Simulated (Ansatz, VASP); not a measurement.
**One calculation of AlCu3, two programs**

File INCAR:

```
PREC = Accurate
ENCUT = 520
EDIFF = 1E-7
ISMEAR = -1
SIGMA = 0.1
LREAL = F
LASPH = T
NELM = 60
ALGO = Normal
ISIF = 2
LWAVE = F
LCHARG = T
LELF = T
LVHAR = T
NBANDS = 26
```

KPOINTS

```
Automatic mesh
0
Gamma
  7 7 7
```

POSCAR

```
AlCu3
1.0
    0.0000000000      2.9260155030      2.9260155030
    2.9260155030      0.0000000000      2.9260155030
    2.9260155030      2.9260155030      0.0000000000
Al Cu
1 3
Direct
    0.0000000000      0.0000000000      0.0000000000
    0.5000000000      0.5000000000      0.5000000000
    0.2500000000      0.2500000000      0.2500000000
    0.7500000000      0.7500000000      0.7500000000
```

Input for Ansatz:

```yaml
crystal:
  lattice:
    - [0.0, 2.926015502986114, 2.926015502986114]
    - [2.926015502986114, 0.0, 2.926015502986114]
    - [2.926015502986114, 2.926015502986114, 0.0]
  atoms:
    - { symbol: Al, position: [0.0, 0.0, 0.0] }
    - { symbol: Cu, position: [0.5, 0.5, 0.5] }
    - { symbol: Cu, position: [0.25, 0.25, 0.25] }
    - { symbol: Cu, position: [0.75, 0.75, 0.75] }
basis:
  ecutwfc: 571.4391111657479
kpoints:
  mp_grid:
    grid: [7, 7, 7]
hamiltonian:
  xc: lda
scf:
  occupations:
    method: fermi_dirac
    width: 0.1
output:
  stress: true
```

Alike in both runs: task single point; functional LDA; k mesh 7 × 7 × 7; occupations fermi-dirac, width 0.1 eV; no spin polarisation.

|  | VASP | Ansatz |
| --- | --- | --- |
| version | VASP 6.6.1 | Ansatz 0.2.0 |
| potentials or method | VASP PAW LDA potentials, release 64 (Al, Cu), cutoff 520 eV | plane waves, PAW |
| valence electrons in the cell | 36 | 60 |

Ansatz gave:

- pressure (GPa): -11.1

Q: Which values does VASP return?

A: Pressure (GPa): -10.5.

LDA's correlation is that of Perdew and Zunger in VASP and of Perdew and Wang (1992) in Ansatz. VASP's potentials hold 36 valence electrons a cell and Ansatz's 60, so a difference there can come from the potentials and not from the codes.
